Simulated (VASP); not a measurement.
# Zn (R-3m) in VASP: further runs, part 2 of 2

VASP 6.6.1.

## Step 4: Single point, LDA

This run uses another cell than the first one, of the same volume but with other edges.

File INCAR:

```
SYSTEM = Zn
  ALGO = Fast
  EDIFF = 1E-7
  ENCUT = 520
  ISIF = 2
  ISMEAR = 0
  LASPH = .True.
  LCHARG = .False.
  LREAL = .False.
  LWAVE = .False.
  NBANDS = 12
  NELM = 60
  PREC = Accurate
  SIGMA = 0.15
```

File KPOINTS:

```
k-points
0
Gamma
  22 22 22
  0 0 0
```

File POSCAR:

```
Zn
1.0
   -1.6582805699      1.4706490880      1.4706490880
    1.4706490880     -1.6582805699      1.4706490880
    1.4706490880      1.4706490880     -1.6582805699
Zn
1
Direct
    0.0000000000      0.0000000000      0.0000000000
```

Potentials or basis: VASP PAW LDA potentials, release 64 (Zn).

On the command line:

```
$ cat potpaw_LDA.64/Zn/POTCAR > POTCAR
$ mpirun -np 1 vasp_std > vasp.out
```

OUTCAR:

```text
SYSTEM = Zn
   EDIFF = 1E-7
   ENCUT = 520
   ISIF = 2
   ISMEAR = 0
   LASPH = .True.
   LREAL = .False.
   NELM = 60
   PREC = Accurate

 ion  position               nearest neighbor table
   1  0.000  0.000  0.000-

  LATTYP: Found a trigonal (rhomboedric) cell.
 ALAT       =     2.6599834452
 COS(alpha) =    -0.3836738462

  Lattice vectors:

 A1 = (  -1.6582805699,   1.4706490880,   1.4706490880)
 A2 = (   1.4706490880,  -1.6582805699,   1.4706490880)
 A3 = (   1.4706490880,   1.4706490880,  -1.6582805699)

Analysis of symmetry for initial positions (statically):
=====================================================================
 Subroutine PRICEL returns:
 Original cell was already a primitive cell.

 Routine SETGRP: Setting up the symmetry group for a
 trigonal (rhombohedral) supercell.

 Subroutine GETGRP returns: Found 12 space group operations
 (whereof 12 operations were pure point group operations)
 out of a pool of 12 trial point group operations.

The static configuration has the point symmetry D_3d.

Analysis of symmetry for dynamics (positions and initial velocities):
=====================================================================
 Subroutine PRICEL returns:
 Original cell was already a primitive cell.

 Routine SETGRP: Setting up the symmetry group for a
 trigonal (rhombohedral) supercell.

 Subroutine GETGRP returns: Found 12 space group operations
 (whereof 12 operations were pure point group operations)
 out of a pool of 12 trial point group operations.

The dynamic configuration has the point symmetry D_3d.

 Subroutine INISYM returns: Found 12 space group operations
 (whereof 12 operations are pure point group operations),
 and found     1 'primitive' translations

----------------------------------------------------------------------------------------

[... 111 lines left out ...]
  volume/ion in A,a.u.               =      12.56        84.77
  Fermi-wavevector in a.u.,A,eV,Ry     =   1.612354  3.046908 35.370885  2.599687
  Thomas-Fermi vector in A             =   2.707598
   LORBIT       =      0    0 simple, 1 ext, 2 COOP (PROOUT), +10 PAW based schemes
   GGA     = CA    functional components
   LHFCALC =     F    Hartree Fock is set to
   AEXX    =    0.0000 exact exchange contribution
   IVDW    =     0    specifies the selected vdW correction
   LEPSILON=     F    determine dielectric tensor
   LRPA    =     F    only Hartree local field effects (RPA)
 non-spin polarized calculation
 RMM-DIIS sequential band-by-band and
 Gauss-broadening in eV      SIGMA  =   0.15
  energy-cutoff  :      520.00
  volume of cell :       12.56
 maximum number of plane-waves:       356
   NGX =  9   NGY =  9   NGZ =  9

 number of electron      12.0000008 magnetization

 Free energy of the ion-electron system (eV)
  ---------------------------------------------------
  ext. energy  EPLUGINS =         0.00000000
  ---------------------------------------------------
  free energy    TOTEN  =        -1.57743111 eV

  energy without entropy =       -1.57435692  energy(sigma->0) =       -1.57589402

 E-fermi :   4.3164     XC(G=0): -12.9240

 val. band max:        4.3147899621   @ k =   0.3182   0.1818   0.1818
 cond. band min:       4.3184447237   @ k =   0.4545   0.4545   0.3182
 fundamental gap:      0.0036547616
 Fermi energy:         4.3163661319

 k-point     1 :       0.0000    0.0000    0.0000
  band No.  band energies     occupation
      1      -7.6464      2.00000
      2      -4.8123      2.00000
      3      -3.9117      2.00000
      4      -3.9117      2.00000
      5      -3.1333      2.00000
      6      -3.1333      2.00000
      7      22.0258      0.00000
      8      22.0258      0.00000
      9      23.8549      0.00000
     10      25.8731      0.00000
     11      25.8731      0.00000
     12      28.6040      0.00000
[... 331 lines left out ...]
 k-point    24 :      -0.4545    0.0455   -0.0000
  band No.  band energies     occupation
      1      -4.9701      2.00000
      2      -4.3743      2.00000
      3      -3.5103      2.00000
      4      -3.4305      2.00000
      5      -2.8554      2.00000
      6       0.5380      2.00000
      7       7.8689      0.00000
      8      15.8334      0.00000
      9      17.4229      0.00000
     10      22.4060      0.00000
     11      24.1495      0.00000
     12      30.5733      0.00000

 [... further k-points ...]
[... 5 lines left out ...]
  --------------------------------------------------------------------------------------
  -------------------------------------------------------------------------------------
  Total        1.6221222      1.6221222      1.6221222      1.2233508      1.2233508      1.2233508
  in kB      206.9044930    206.9044930    206.9044930    156.0405132    156.0405132    156.0405132
  external PRESSURE =     206.9044930 kB  Pullay stress =       0.0000000 kB

 VOLUME and BASIS-vectors are now :
 -----------------------------------------------------------------------------
  energy-cutoff  :      520.00
  volume of cell :       12.56
      direct lattice vectors                 reciprocal lattice vectors
    -1.658280570  1.470649088  1.470649088     0.046738771  0.366336880  0.366336880
     1.470649088 -1.658280570  1.470649088     0.366336880  0.046738771  0.366336880
     1.470649088  1.470649088 -1.658280570     0.366336880  0.366336880  0.046738771

 POSITION                                       TOTAL-FORCE (eV/Angst)
 -----------------------------------------------------------------------------------
      0.00000      0.00000      0.00000        -0.000000     -0.000000      0.000000
 -----------------------------------------------------------------------------------
    total drift:                                0.000000     -0.000000      0.000000

  FREE ENERGIE OF THE ION-ELECTRON SYSTEM (eV)
  ---------------------------------------------------
  free  energy   TOTEN  =        -1.5774311088 eV

  energy  without entropy=       -1.5743569248  energy(sigma->0) =       -1.57589402
```

OSZICAR:

```text
N       E                     dE             d eps       ncg     rms          rms(c)
DAV:   1     0.409278191473E+02    0.40928E+02   -0.66238E+03 26116   0.168E+03
DAV:   2    -0.630028628826E+00   -0.41558E+02   -0.39379E+02 25424   0.219E+02
DAV:   3    -0.175534552690E+01   -0.11253E+01   -0.11236E+01 28428   0.356E+01
DAV:   4    -0.175749440775E+01   -0.21489E-02   -0.21488E-02 26900   0.147E+00
DAV:   5    -0.175749572580E+01   -0.13181E-05   -0.13189E-05 28264   0.358E-02    0.472E+00
RMM:   6    -0.159840925202E+01    0.15909E+00   -0.29187E-01 30341   0.735E+00    0.319E+00
RMM:   7    -0.158440816570E+01    0.14001E-01   -0.11733E-02 31540   0.162E+00    0.156E+00
RMM:   8    -0.157749581545E+01    0.69124E-02   -0.24666E-03 30049   0.411E-01    0.835E-02
RMM:   9    -0.157744077422E+01    0.55041E-04   -0.50316E-04 32276   0.344E-01    0.641E-02
RMM:  10    -0.157743183133E+01    0.89429E-05   -0.28921E-05 32055   0.533E-02    0.119E-02
RMM:  11    -0.157743115267E+01    0.67866E-06   -0.34024E-06 30730   0.170E-02    0.236E-03
RMM:  12    -0.157743110885E+01    0.43821E-07   -0.36885E-07 27780   0.704E-03
   1 F= -.15774311E+01 E0= -.15758940E+01  d E =-.307418E-02
```

It took 1.9 min on 1 thread of Intel Xeon Platinum 8259CL at 2.50GHz (Skylake/Cascade Lake), shared host; peak memory 0.25 GiB.

What came out:

- Free energy: -1.5774 eV
- Pressure: 20.7 GPa
- Band gap on the k mesh: zero (band 6 reaches 8.23 eV, above the bottom of band 7 at 2.44 eV)

Stress tensor (GPa, compression positive):
```
20.69 15.60 15.60
15.60 20.69 15.60
15.60 15.60 20.69
```

## Step 5: The runs side by side

```csv
cell,further INCAR settings,gap on the mesh (eV),pressure (GPa)
"a = 2.330 Å, angles 86.0°, 1 atom",ALGO = Fast; EDIFF = 1e-07; NBANDS = 12,none,32.8
"a = 2.806 Å, angles 114.8°, 1 atom",ALGO = Fast; EDIFF = 1e-06; NBANDS = 12,none,58.0
"a = 2.660 Å, angles 112.6°, 1 atom",ALGO = Fast; EDIFF = 1e-07; NBANDS = 12,none,20.7
```

Alike in all rows: task single point; level LDA; potentials or basis VASP PAW LDA potentials, release 64 (Zn); no spin polarisation; k mesh 22 × 22 × 22; cutoff (eV) 520; smearing gaussian 0.15 eV.

Total energies depend on the potentials used, so only differences within one code and one set of settings carry meaning.
